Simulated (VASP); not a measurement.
# Si7Ge (Cmm2) in VASP: notebook

Runs on Si7Ge. Level: PBEsol. Tasks: single point.

All numbers are computed with VASP 6.6.1; they aren't measurements. Logs are shortened: lines on timing, memory, paths and dates and some standing lists are left out, and cuts for length are marked.

**1. The cell of the first run**

It takes space group Cmm2 (No. 35, orthorhombic). Conventional cell: a = 7.720 Å, b = 7.720 Å, c = 5.459 Å, α = 90.00°, β = 90.00°, γ = 90.00°. Si (site symmetry m) has 3 Si at 2.36 Å and 1 Ge at 2.46 Å within 3.1 Å. Si (site symmetry 2) has 4 Si at 2.36 Å within 3.1 Å. Within 3.1 Å of Si (site symmetry mm2) lie 4 Si at 2.36 Å. Si (site symmetry m) has 1 Ge at 2.33 Å and 3 Si at 2.36 Å within 3.1 Å. Within 3.1 Å of Ge (site symmetry mm2) lie 4 Si at 2.33 to 2.46 Å.

**2. Single point, PBEsol (all Si atoms moved +0.113 Å, as atom 1 along Cartesian [0 0 1])**

INCAR

```
PREC = Accurate ; ENCUT = 520
EDIFF = 1E-7 ; ISMEAR = 0
SIGMA = 0.03 ; LREAL = False
LASPH = True ; NELM = 100
ALGO = Normal ; ISIF = 2
LWAVE = False ; LCHARG = True
GGA = PS ; LELF = True
LVHAR = True ; NBANDS = 31
```

KPOINTS

```
Automatic mesh
0
Gamma
  6 6 6
```

POSCAR

```
Si7Ge
1.0
    5.4591768144      0.0000000000      0.0000000000
    0.0000000000      5.4591768144      0.0000000000
    0.0000000000      0.0000000000      5.4591768144
Si Ge
7 1
Direct
    0.2525976817      0.2525976817      0.2732051842
    0.0000000000      0.5000000000      0.5206075025
    0.5000000000      0.5000000000      0.0206075025
    0.5000000000      0.0000000000      0.5206075025
    0.7474023183      0.2525976817      0.7680098208
    0.7474023183      0.7474023183      0.2732051842
    0.2525976817      0.7474023183      0.7680098208
    0.0000000000      0.0000000000      0.0000000000
```

Potentials or basis: VASP PAW PBE potentials, release 64 (Si, Ge_d).

On the command line:

```console
> cat potpaw_PBE.64/Si/POTCAR potpaw_PBE.64/Ge_d/POTCAR > POTCAR
> mpirun -np 1 vasp_std > vasp.out
```

OUTCAR:

```text
PREC = Accurate
   ENCUT = 520
   EDIFF = 1E-7
   ISMEAR = 0
   LREAL = False
   LASPH = True
   NELM = 100
   ISIF = 2
   GGA = PS

 ion  position               nearest neighbor table
   1  0.253  0.253  0.273-   2 2.36   3 2.36   4 2.36   8 2.46
   2  0.000  0.500  0.521-   1 2.36   6 2.36   5 2.36   7 2.36
   3  0.500  0.500  0.021-   5 2.36   7 2.36   6 2.36   1 2.36
   4  0.500  0.000  0.521-   1 2.36   6 2.36   5 2.36   7 2.36
   5  0.747  0.253  0.768-   8 2.33   3 2.36   4 2.36   2 2.36
   6  0.747  0.747  0.273-   2 2.36   3 2.36   4 2.36   8 2.46
   7  0.253  0.747  0.768-   8 2.33   3 2.36   4 2.36   2 2.36
   8  0.000  0.000  0.000-   5 2.33   7 2.33   6 2.46   1 2.46

  LATTYP: Found a simple cubic cell.
 ALAT       =     5.4591768144

  Lattice vectors:

 A1 = (   5.4591768144,   0.0000000000,   0.0000000000)
 A2 = (   0.0000000000,   5.4591768144,   0.0000000000)
 A3 = (   0.0000000000,   0.0000000000,   5.4591768144)

Analysis of symmetry for initial positions (statically):
=====================================================================
 Subroutine PRICEL returns:
 Original cell was already a primitive cell.

 Routine SETGRP: Setting up the symmetry group for a
 simple cubic supercell.

 Subroutine GETGRP returns: Found  4 space group operations
 (whereof  4 operations were pure point group operations)
 out of a pool of 48 trial point group operations.

The static configuration has the point symmetry C_2v.

Analysis of symmetry for dynamics (positions and initial velocities):
=====================================================================
 Subroutine PRICEL returns:
 Original cell was already a primitive cell.

 Routine SETGRP: Setting up the symmetry group for a
 simple cubic supercell.

 Subroutine GETGRP returns: Found  4 space group operations
 (whereof  4 operations were pure point group operations)
 out of a pool of 48 trial point group operations.

The dynamic configuration has the point symmetry C_2v.

 Subroutine INISYM returns: Found  4 space group operations
 (whereof  4 operations are pure point group operations),
 and found     1 'primitive' translations

----------------------------------------------------------------------------------------

                                     Primitive cell

  volume of cell :     162.6977

  direct lattice vectors                    reciprocal lattice vectors
     5.459176814  0.000000000  0.000000000     0.183177800  0.000000000  0.000000000
     0.000000000  5.459176814  0.000000000     0.000000000  0.183177800  0.000000000
     0.000000000  0.000000000  5.459176814     0.000000000  0.000000000  0.183177800

  length of vectors
     5.459176814  5.459176814  5.459176814     0.183177800  0.183177800  0.183177800

  position of ions in fractional coordinates (direct lattice)
     0.252597682  0.252597682  0.273205184
     0.000000000  0.500000000  0.520607502
     0.500000000  0.500000000  0.020607502
     0.500000000  0.000000000  0.520607502
     0.747402318  0.252597682  0.768009821
     0.747402318  0.747402318  0.273205184
     0.252597682  0.747402318  0.768009821
     0.000000000  0.000000000  0.000000000

  ion indices of the primitive-cell ions
   primitive index   ion index
                 1           1
                 2           2
                 3           3
                 4           4
                 5           5
                 6           6
                 7           7
                 8           8

----------------------------------------------------------------------------------------

 KPOINTS: Automatic mesh

Automatic generation of k-mesh.
 Grid dimensions read from file:
 generate k-points for:    6    6    6

 Generating k-lattice:

  Cartesian coordinates                     Fractional coordinates (reciprocal lattice)
     0.030529633  0.000000000  0.000000000     0.166666667  0.000000000  0.000000000
     0.000000000  0.030529633  0.000000000     0.000000000  0.166666667  0.000000000
     0.000000000  0.000000000  0.030529633     0.000000000  0.000000000  0.166666667

  Length of vectors
     0.030529633  0.030529633  0.030529633

  Shift w.r.t. Gamma in fractional coordinates (k-lattice)
     0.000000000  0.000000000  0.000000000

 Subroutine IBZKPT returns following result:
 ===========================================

 Found     52 irreducible k-points:

 Following reciprocal coordinates:
            Coordinates               Weight
  0.000000  0.000000  0.000000      1.000000
  0.166667  0.000000  0.000000      4.000000
  0.000000  0.000000  0.166667      2.000000
  0.333333  0.000000  0.000000      4.000000
  0.000000  0.000000  0.333333      2.000000
  0.500000  0.000000  0.000000      2.000000
[... 16 lines left out ...]
  0.333333  0.000000  0.500000      4.000000
  0.500000  0.500000  0.000000      1.000000
 [... further k-points ...]
   k-points           NKPTS =     52   k-points in BZ     NKDIM =     52   number of bands    NBANDS=     31
   number of dos      NEDOS =    301   number of ions     NIONS =      8
   total plane-waves  NPLWV =  74088
   dimension x,y,z NGX =    42 NGY =   42 NGZ =   42
   dimension x,y,z NGXF=    84 NGYF=   84 NGZF=   84
   ions per type =               7   1
   NGX,Y,Z   is equivalent  to a cutoff of  12.79, 12.79, 12.79 a.u.
   NGXF,Y,Z  is equivalent  to a cutoff of  25.58, 25.58, 25.58 a.u.
 SYSTEM =  unknown system
   PREC   = accura    normal or accurate (medium, high low for compatibility)
   ISTART =      0    job   : 0-new  1-cont  2-samecut
   ICHARG =      2    charge: 1-file 2-atom 10-const
   ISPIN  =      1    spin polarized calculation?
   LNONCOLLINEAR =      F non collinear calculations
   LSORBIT =      F    spin-orbit coupling
   LASPH  =      T    aspherical Exc in radial PAW
   ENCUT  =  520.0 eV  38.22 Ry    6.18 a.u.  10.15 10.15 10.15*2*pi/ulx,y,z
   NELM   =    100;   NELMIN=  2; NELMDL= -5     # of ELM steps
   EDIFF  = 0.1E-06   stopping-criterion for ELM
   LREAL  =      F    real-space projection
   EDIFFG = 0.1E-05   stopping-criterion for IOM
   NSW    =      0    number of steps for IOM
   IBRION =     -1    ionic relax: 0-MD 1-quasi-New 2-CG
   NFREE  =      0    steps in history (QN), initial steepest desc. (CG)
   ISIF   =      2    stress and relaxation
   ISYM   =      2    0-nonsym 1-usesym 2-fastsym
   POTIM  = 0.5000    time-step for ionic-motion
   TEBEG  =    0.0;   TEEND  =   0.0 temperature during run
   PSTRESS=    0.0 pullay stress
   NELECT =      42.0000    total number of electrons
   NUPDOWN=      -1.0000    fix difference up-down
   EMIN   =  10.00;   EMAX   =-10.00  energy-range for DOS
   EFERMI =   0.00;   METHOD = LEGACY
   ISMEAR =     0;   SIGMA  =   0.03  broadening in eV -4-tet -1-fermi 0-gaus
   EFERMI_NEDOS =   21; number of points for ismear=-14 and -15
   IALGO  =     38    algorithm
   IMIX   =      4    mixing-type and parameters
     AMIX     =   0.40;   BMIX     =  1.00
     AMIX_MAG =   1.60;   BMIX_MAG =  1.00
  volume/ion in A,a.u.               =      20.34       137.24
  Fermi-wavevector in a.u.,A,eV,Ry     =   1.042391  1.969834 14.783813  1.086580
  Thomas-Fermi vector in A             =   2.177054
   LORBIT       =      0    0 simple, 1 ext, 2 COOP (PROOUT), +10 PAW based schemes
   GGA     = PS    functional components
   LHFCALC =     F    Hartree Fock is set to
   AEXX    =    0.0000 exact exchange contribution
   IVDW    =     0    specifies the selected vdW correction
   LEPSILON=     F    determine dielectric tensor
   LRPA    =     F    only Hartree local field effects (RPA)
 non-spin polarized calculation
 Gauss-broadening in eV      SIGMA  =   0.03
  energy-cutoff  :      520.00
  volume of cell :      162.70
 maximum number of plane-waves:      4416
 NGX is ok and might be reduce to    42
   NGX = 21   NGY = 21   NGZ = 21

 number of electron      42.0000022 magnetization

 Free energy of the ion-electron system (eV)
  ---------------------------------------------------
  ext. energy  EPLUGINS =         0.00000000
  ---------------------------------------------------
  free energy    TOTEN  =       -45.04921392 eV

  energy without entropy =      -45.04921385  energy(sigma->0) =      -45.04921389

 E-fermi :   5.8464     XC(G=0):  -9.6385

 val. band max:        5.7634278170   @ k =   0.0000   0.0000   0.0000
 cond. band min:       5.9292949471   @ k =   0.0000   0.0000   0.0000
 fundamental gap:      0.1658671301
 Fermi energy:         5.8463611862

 k-point     1 :       0.0000    0.0000    0.0000
  band No.  band energies     occupation
      1     -18.4719      2.00000
      2     -18.4696      2.00000
      3     -18.4646      2.00000
      4     -18.4422      2.00000
      5     -18.4416      2.00000
      6      -6.4563      2.00000
[... 23 lines left out ...]
     30       8.3002      0.00000
     31       8.5545      0.00000

 k-point     2 :       0.1667    0.0000    0.0000
  band No.  band energies     occupation
      1     -18.4719      2.00000
      2     -18.4696      2.00000
      3     -18.4646      2.00000
      4     -18.4422      2.00000
      5     -18.4416      2.00000
      6      -6.3365      2.00000
[... 23 lines left out ...]
     30       8.8013      0.00000
     31       9.2574      0.00000

 k-point     3 :       0.0000    0.0000    0.1667
  band No.  band energies     occupation
      1     -18.4719      2.00000
      2     -18.4696      2.00000
      3     -18.4646      2.00000
      4     -18.4422      2.00000
      5     -18.4416      2.00000
      6      -6.3372      2.00000
[... 703 lines left out ...]
     30      10.2233      0.00000
     31      10.4553      0.00000

 k-point    24 :       0.5000    0.5000    0.0000
  band No.  band energies     occupation
      1     -18.4720      2.00000
      2     -18.4697      2.00000
      3     -18.4646      2.00000
      4     -18.4421      2.00000
      5     -18.4414      2.00000
      6      -4.7469      2.00000
[... 23 lines left out ...]
     30      10.5056      0.00000
     31      10.7429      0.00000

 [... further k-points ...]

------------------------ aborting loop because EDIFF is reached ----------------------------------------

  FORCE on cell =-STRESS in cart. coord.  units (eV):
  Direction    XX          YY          ZZ          XY          YZ          ZX
  --------------------------------------------------------------------------------------
  -------------------------------------------------------------------------------------
  Total        0.2608529      0.2608529      0.0278756     -1.1255551      0.0000000      0.0000000
  in kB        2.5687670      2.5687670      0.2745069    -11.0839829      0.0000000      0.0000000
  external PRESSURE =       1.8040137 kB  Pullay stress =       0.0000000 kB

 VOLUME and BASIS-vectors are now :
 -----------------------------------------------------------------------------
  energy-cutoff  :      520.00
  volume of cell :      162.70
      direct lattice vectors                 reciprocal lattice vectors
     5.459176814  0.000000000  0.000000000     0.183177800  0.000000000  0.000000000
     0.000000000  5.459176814  0.000000000     0.000000000  0.183177800  0.000000000
     0.000000000  0.000000000  5.459176814     0.000000000  0.000000000  0.183177800

 POSITION                                       TOTAL-FORCE (eV/Angst)
 -----------------------------------------------------------------------------------
      1.37898      1.37898      1.49148        -0.239231     -0.239231     -0.334977
      0.00000      2.72959      2.84209        -0.000000      0.000000     -0.094882
      2.72959      2.72959      0.11250        -0.000000      0.000000      0.178393
      2.72959      0.00000      2.84209        -0.000000      0.000000     -0.094882
      4.08020      1.37898      4.19270        -0.298643      0.298643     -0.357827
      4.08020      4.08020      1.49148         0.239231      0.239231     -0.334977
      1.37898      4.08020      4.19270         0.298643     -0.298643     -0.357827
      0.00000      0.00000      0.00000        -0.000000      0.000000      1.396979
 -----------------------------------------------------------------------------------
    total drift:                               -0.000000     -0.000000     -0.000165

  FREE ENERGIE OF THE ION-ELECTRON SYSTEM (eV)
  ---------------------------------------------------
  free  energy   TOTEN  =       -45.0492139247 eV

  energy  without entropy=      -45.0492138495  energy(sigma->0) =      -45.04921389
```

It took 2.4 min on 1 thread of AMD EPYC 9R14 (Zen 4), shared host; peak memory 0.35 GiB.

Results:

| Quantity | Value |
| --- | --- |
| Free energy | -45.0492 eV |
| Pressure | 0.2 GPa |
| Largest force | 1.397 eV/Å |
| Band gap on the k mesh | 0.17 eV |

Forces in eV/Å, atoms in the order of the input:
```
Si  -0.239 -0.239 -0.335
Si   0.000  0.000 -0.095
Si   0.000  0.000  0.178
Si   0.000  0.000 -0.095
Si  -0.299  0.299 -0.358
Si   0.239  0.239 -0.335
Si   0.299 -0.299 -0.358
Ge   0.000  0.000  1.397
```

Caveat: the cell differs from its parent crystal (all Si atoms moved +0.113 Å, as atom 1 along Cartesian [0 0 1]); the PAW data sets were made with another functional, which shifts forces and pressure a little. A k mesh can miss the band edges.

**3. Single point, PBEsol (all Si atoms moved +0.037 Å, as atom 1 along Cartesian [0 0 1])**

INCAR

```
ALGO = Normal ; EDIFF = 1E-6
ENCUT = 520 ; GGA = PS
ISIF = 2 ; ISMEAR = 0
LASPH = True ; LCHARG = False
LREAL = False ; LWAVE = False
NBANDS = 31 ; NELM = 80
PREC = Accurate ; SIGMA = 0.03
```

KPOINTS

```
k-points
0
Gamma
  6 6 6
```

POSCAR

```
Si7Ge
1.0
    5.4591768144      0.0000000000      0.0000000000
    0.0000000000      5.4591768144      0.0000000000
    0.0000000000      0.0000000000      5.4591768144
Si Ge
7 1
Direct
    0.2525976817      0.2525976817      0.2594668492
    0.0000000000      0.5000000000      0.5068691675
    0.5000000000      0.5000000000      0.0068691675
    0.5000000000      0.0000000000      0.5068691675
    0.7474023183      0.2525976817      0.7542714858
    0.7474023183      0.7474023183      0.2594668492
    0.2525976817      0.7474023183      0.7542714858
    0.0000000000      0.0000000000      0.0000000000
```

Potentials or basis: VASP PAW PBE potentials, release 64 (Si, Ge_d).

On the command line:

```console
> cat potpaw_PBE.64/Si/POTCAR potpaw_PBE.64/Ge_d/POTCAR > POTCAR
> mpirun -np 1 vasp_std > vasp.out
```

OUTCAR:

```text
EDIFF = 1E-6
   ENCUT = 520
   GGA = PS
   ISIF = 2
   ISMEAR = 0
   LASPH = True
   LREAL = False
   NELM = 80
   PREC = Accurate

 ion  position               nearest neighbor table
   1  0.253  0.253  0.259-   2 2.36   3 2.36   4 2.36   8 2.41
   2  0.000  0.500  0.507-   1 2.36   5 2.36   6 2.36   7 2.36
   3  0.500  0.500  0.007-   1 2.36   5 2.36   6 2.36   7 2.36
   4  0.500  0.000  0.507-   1 2.36   5 2.36   6 2.36   7 2.36
   5  0.747  0.253  0.754-   2 2.36   3 2.36   4 2.36   8 2.37
   6  0.747  0.747  0.259-   2 2.36   3 2.36   4 2.36   8 2.41
   7  0.253  0.747  0.754-   2 2.36   3 2.36   4 2.36   8 2.37
   8  0.000  0.000  0.000-   5 2.37   7 2.37   6 2.41   1 2.41

  LATTYP: Found a simple cubic cell.
 ALAT       =     5.4591768144

  Lattice vectors:

 A1 = (   5.4591768144,   0.0000000000,   0.0000000000)
 A2 = (   0.0000000000,   5.4591768144,   0.0000000000)
 A3 = (   0.0000000000,   0.0000000000,   5.4591768144)

Analysis of symmetry for initial positions (statically):
[... 191 lines left out ...]
 Fermi energy:         5.8109416526

 k-point     1 :       0.0000    0.0000    0.0000
  band No.  band energies     occupation
      1     -18.4579      2.00000
      2     -18.4568      2.00000
      3     -18.4555      2.00000
      4     -18.4305      2.00000
      5     -18.4304      2.00000
      6      -6.4484      2.00000
[... 805 lines left out ...]
     30      10.5194      0.00000
     31      10.7873      0.00000

 [... further k-points ...]

------------------------ aborting loop because EDIFF is reached ----------------------------------------

  FORCE on cell =-STRESS in cart. coord.  units (eV):
  Direction    XX          YY          ZZ          XY          YZ          ZX
  --------------------------------------------------------------------------------------
  -------------------------------------------------------------------------------------
  Total        0.0816506      0.0816506      0.0555812     -0.3723498      0.0000000      0.0000000
  in kB        0.8040603      0.8040603      0.5473394     -3.6667408      0.0000000      0.0000000
  external PRESSURE =       0.7184867 kB  Pullay stress =       0.0000000 kB

 VOLUME and BASIS-vectors are now :
 -----------------------------------------------------------------------------
  energy-cutoff  :      520.00
  volume of cell :      162.70
      direct lattice vectors                 reciprocal lattice vectors
     5.459176814  0.000000000  0.000000000     0.183177800  0.000000000  0.000000000
     0.000000000  5.459176814  0.000000000     0.000000000  0.183177800  0.000000000
     0.000000000  0.000000000  5.459176814     0.000000000  0.000000000  0.183177800

 POSITION                                       TOTAL-FORCE (eV/Angst)
 -----------------------------------------------------------------------------------
      1.37898      1.37898      1.41648        -0.090771     -0.090771     -0.119901
      0.00000      2.72959      2.76709         0.000000      0.000000     -0.031736
      2.72959      2.72959      0.03750         0.000000      0.000000      0.059909
      2.72959      0.00000      2.76709         0.000000      0.000000     -0.031736
      4.08020      1.37898      4.11770        -0.088074      0.088074     -0.113055
      4.08020      4.08020      1.41648         0.090771      0.090771     -0.119901
      1.37898      4.08020      4.11770         0.088074     -0.088074     -0.113055
      0.00000      0.00000      0.00000         0.000000      0.000000      0.469477
 -----------------------------------------------------------------------------------
    total drift:                               -0.000000     -0.000000     -0.000043

  FREE ENERGIE OF THE ION-ELECTRON SYSTEM (eV)
  ---------------------------------------------------
  free  energy   TOTEN  =       -45.1193425275 eV

  energy  without entropy=      -45.1193425274  energy(sigma->0) =      -45.11934253
```

OSZICAR:

```text
N       E                     dE             d eps       ncg     rms          rms(c)
DAV:   1     0.219767475875E+03    0.21977E+03   -0.17512E+04  4153   0.171E+03
DAV:   2    -0.122653243008E+02   -0.23203E+03   -0.21758E+03  3614   0.477E+02
DAV:   3    -0.444515517971E+02   -0.32186E+02   -0.31679E+02  3876   0.101E+02
DAV:   4    -0.459354783415E+02   -0.14839E+01   -0.14813E+01  4169   0.249E+01
DAV:   5    -0.459715340424E+02   -0.36056E-01   -0.36052E-01  4077   0.384E+00    0.954E+00
DAV:   6    -0.453848309652E+02    0.58670E+00   -0.27558E-01  3807   0.240E+00    0.568E+00
DAV:   7    -0.451162302279E+02    0.26860E+00   -0.51554E-01  3556   0.301E+00    0.350E-01
DAV:   8    -0.451188438953E+02   -0.26137E-02   -0.37790E-02  4218   0.153E+00    0.159E-01
DAV:   9    -0.451192091870E+02   -0.36529E-03   -0.18969E-03  4160   0.340E-01    0.112E-01
DAV:  10    -0.451193197592E+02   -0.11057E-03   -0.26351E-04  3808   0.812E-02    0.457E-02
DAV:  11    -0.451193421879E+02   -0.22429E-04   -0.46636E-05  3912   0.394E-02    0.434E-03
DAV:  12    -0.451193425275E+02   -0.33959E-06   -0.13980E-06  3152   0.917E-03
   1 F= -.45119343E+02 E0= -.45119343E+02  d E =-.401678E-10
```

Run time: 2.1 min. Hardware: 1 thread of AMD EPYC 9R14 (Zen 4), shared host; peak memory 0.35 GiB.

What came out:

```
Free energy            : -45.1193 eV
Pressure               : 0.1 GPa
Largest force          : 0.469 eV/Å
Band gap on the k mesh : 0.23 eV
```

Forces on the atoms (eV/Å):
```
Si  -0.091 -0.091 -0.120
Si   0.000  0.000 -0.032
Si   0.000  0.000  0.060
Si   0.000  0.000 -0.032
Si  -0.088  0.088 -0.113
Si   0.091  0.091 -0.120
Si   0.088 -0.088 -0.113
Ge   0.000  0.000  0.469
```

Stress tensor (GPa, compression positive):
```
 0.08 -0.37  0.00
-0.37  0.08  0.00
 0.00  0.00  0.05
```

Caveat: the cell differs from its parent crystal (all Si atoms moved +0.037 Å, as atom 1 along Cartesian [0 0 1]); the PAW data sets were made with another functional, which shifts forces and pressure a little. A k mesh can miss the band edges.
